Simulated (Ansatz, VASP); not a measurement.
**SnSe in VASP and in Ansatz**

The input INCAR:

```
  PREC = Accurate
  ENCUT = 520
  EDIFF = 1E-6
  ISMEAR = 0
  SIGMA = 0.05
  LREAL = F
  LASPH = T
  NELM = 100
  ALGO = Normal
  ISIF = 2
  LWAVE = F
  LCHARG = T
  LELF = T
  LVHAR = T
  NBANDS = 17
```

The input KPOINTS:

```
regular mesh
0
Gamma
  8 8 8
```

File POSCAR:

```
SnSe
1.0
    0.0000000000      2.9024480535      2.9466477701
    2.9908474867      0.0000000000      2.9466477701
    2.9908474867      2.9024480535      0.0000000000
Sn Se
1 1
Direct
    0.0000000000      0.0000000000      0.0000000000
    0.5000000000      0.5000000000      0.5000000000
```

Input for Ansatz:

```yaml
crystal:
  lattice:
    - [0.0, 2.9024480535, 2.9466477701]
    - [2.9908474867, 0.0, 2.9466477701]
    - [2.9908474867, 2.9024480535, 0.0]
  atoms:
    - { symbol: Sn, position: [0.0, 0.0, 0.0] }
    - { symbol: Se, position: [0.5, 0.5, 0.5] }
basis:
  ecutwfc: 420
kpoints:
  mp_grid: { grid: [8, 8, 8] }
hamiltonian:
  xc: lda
scf:
  occupations: { method: gaussian, width: 0.05 }
output:
  forces: true
  stress: true
  eigenvalues: true
```

Change from the starting cell: strain +0.0150 x Voigt [1, -1, 0, 0, 0, 0], atoms carried along.

Alike in both runs: task single point; functional LDA; k mesh 8 × 8 × 8; occupations gaussian, width 0.05 eV; no spin polarisation.

```csv
,VASP,Ansatz
version,VASP 6.6.1,Ansatz 0.2.0
potentials or method,"VASP PAW LDA potentials, release 64 (Sn_d, Se), cutoff 520 eV","scalar-relativistic, plane waves, PAW"
valence electrons in the cell,20,30
```

VASP gave:

```
gap on the k mesh at the Fermi level (eV)                     : 0.72
least direct gap on the mesh (eV)                             : 0.82
pressure (GPa)                                                : 0.2
traceless stress, the component that is largest in VASP (GPa) : 2.25
```

Estimate Ansatz's values.

gap on the k mesh at the Fermi level (eV): 0.73; least direct gap on the mesh (eV): 0.82; pressure (GPa): 0.1; traceless stress, the component that is largest in VASP (GPa): 2.23.

LDA's correlation is that of Perdew and Zunger in VASP and of Perdew and Wang (1992) in Ansatz. VASP's potentials hold 20 valence electrons a cell and Ansatz's 30, so a difference there can come from the potentials and not from the codes.
